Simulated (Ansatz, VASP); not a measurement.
Two plane-wave programs on Ge

INCAR

```
SYSTEM = Ge
PREC = Accurate ; ENCUT = 520
EDIFF = 1E-6 ; ISMEAR = 0
SIGMA = 0.15 ; LREAL = .FALSE.
LASPH = .TRUE. ; NELM = 80
ALGO = Fast ; ISIF = 2
LWAVE = .FALSE. ; LCHARG = .FALSE.
GGA = PE ; NBANDS = 66
```

Contents of KPOINTS:

```
Automatic mesh
0
G
  15 15 4
  0 0 0
```

Contents of POSCAR:

```
Ge
1.0
    4.1215611567      0.0000000000      0.0000000000
   -2.0607805784      3.5693766649      0.0000000000
    0.0000000000      0.0000000000     12.9783839263
Ge
8
Direct
    0.0000000000      0.0000000000      0.3955272934
    0.0000000000      0.0000000000      0.6044727066
    0.0000000000      0.0000000000      0.8955272934
    0.0000000000      0.0000000000      0.1044727066
    0.3333333333      0.6666666667      0.3442031336
    0.6666666667      0.3333333333      0.6557968664
    0.6666666667      0.3333333333      0.8442031336
    0.3333333333      0.6666666667      0.1557968664
```

Input for Ansatz:

```yaml
crystal:
  lattice:
    - [4.1215611567, 0.0, 0.0]
    - [-2.0607805784, 3.5693766649, 0.0]
    - [0.0, 0.0, 12.9783839263]
  atoms:
    - { symbol: Ge, position: [0.0, 0.0, 0.3955272934] }
    - { symbol: Ge, position: [0.0, 0.0, 0.6044727066] }
    - { symbol: Ge, position: [0.0, 0.0, 0.8955272934] }
    - { symbol: Ge, position: [0.0, 0.0, 0.1044727066] }
    - { symbol: Ge, position: [0.3333333333, 0.6666666667, 0.3442031336] }
    - { symbol: Ge, position: [0.6666666667, 0.3333333333, 0.6557968664] }
    - { symbol: Ge, position: [0.6666666667, 0.3333333333, 0.8442031336] }
    - { symbol: Ge, position: [0.3333333333, 0.6666666667, 0.1557968664] }
basis:
  ecutwfc: 420
kpoints:
  mp_grid: { grid: [15, 15, 4] }
hamiltonian:
  xc: pbe
scf:
  occupations: { method: gaussian, width: 0.15 }
output:
  forces: true
  stress: true
  eigenvalues: true
```

Alike in both runs: task single point; functional PBE; k mesh 15 × 15 × 4; occupations gaussian, width 0.15 eV; no spin polarisation.

```csv
,VASP,Ansatz
version,VASP 6.6.1,Ansatz 0.2.0
potentials or method,"VASP PAW PBE potentials, release 64 (Ge_d), cutoff 520 eV","scalar-relativistic, plane waves, PAW"
valence electrons in the cell,112,112
```

|  | VASP | Ansatz | Ansatz less VASP |
| --- | --- | --- | --- |
| gap on the k mesh at the Fermi level (eV) | none | none | - |
| pressure (GPa) | 0.6 | 0.7 | +0.05 |
| traceless stress, the component that is largest in VASP (GPa) | 0.82 | 0.81 | -0.013 |
| rms of the force components (eV/Å) | 0.653 | 0.653 | -0.0005 |

Atom by atom the forces differ by 0.001 eV/Å (rms over components). A gap of «none» marks a metal or a gap that the smearing closes. With one functional, cell and mesh, what is left measures potentials, basis and numerics.
